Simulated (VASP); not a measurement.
Wanted: the native input for a VASP 6.6.1 run.

* Task: single point
* Functional: PBE
* Potentials or basis: VASP PAW PBE potentials, release 64 (Sr_sv, Ti_sv, O)
* Cutoff: 520 eV
* k mesh: 8 × 8 × 8
* Occupations: gaussian, width 0.05 eV
* Spin: no spin polarisation
* Dipole correction: no
* Further INCAR settings: ALGO = Normal; EDIFF = 1e-06; NBANDS = 28

The structure of SrTiO3 lies in POSCAR:

```
SrTiO3
1.0
    3.9364035669      0.0000000000      0.0000000000
    0.0000000000      3.9364035669      0.0000000000
    0.0000000000      0.0000000000      3.9364035669
Sr Ti O
1 1 3
Direct
    0.0000000000     -0.0044908174     -0.0044908174
    0.5000000000      0.5000000000      0.5000000000
    0.0000000000      0.5000000000      0.5000000000
    0.5000000000      0.0000000000      0.5000000000
    0.5000000000      0.5000000000      0.0000000000
```

This cell differs from its parent crystal: all Sr atoms moved +0.025 Å, as atom 1 towards its neighbour atom 3 (O) at 2.783 Å.

One way to write it, as run:

INCAR

```
SYSTEM = SrTiO3
PREC     = Accurate       ! precision mode
ENCUT    = 520            ! plane-wave cutoff, eV
EDIFF    = 1E-6           ! SCF threshold, eV
ISMEAR   = 0              ! smearing method
SIGMA    = 0.05           ! smearing width, eV
LREAL    = .False.        ! projectors in reciprocal space
LASPH    = .True.         ! aspherical terms in the spheres
NELM     = 60             ! most SCF steps
ALGO     = Normal         ! electronic algorithm
ISIF     = 2              ! what is computed and relaxed
LWAVE    = .False.        ! write WAVECAR
LCHARG   = .False.        ! write CHGCAR
GGA      = PE             ! functional
NBANDS   = 28             ! bands
```

KPOINTS

```
Automatic mesh
0
Gamma
  8 8 8
  0 0 0
```

Potentials or basis: VASP PAW PBE potentials, release 64 (Sr_sv, Ti_sv, O).

The run is started by

```console
$ cat potpaw_PBE.64/Sr_sv/POTCAR potpaw_PBE.64/Ti_sv/POTCAR potpaw_PBE.64/O/POTCAR > POTCAR
$ mpirun -np 1 vasp_std > vasp.out
```

Results of the run:

* Pressure: 0.7 GPa
* Largest force: 0.085 eV/Å
* Band gap on the k mesh: 1.81 eV, indirect (least direct gap 2.18 eV)

Caveat: the cell differs from its parent crystal (all Sr atoms moved +0.025 Å, as atom 1 towards its neighbour atom 3 (O) at 2.783 Å).

It took 2.4 min on 1 thread of Intel(R) Xeon(R) Platinum 8488C (Sapphire Rapids), on a shared host, peak memory 0.29 GiB.
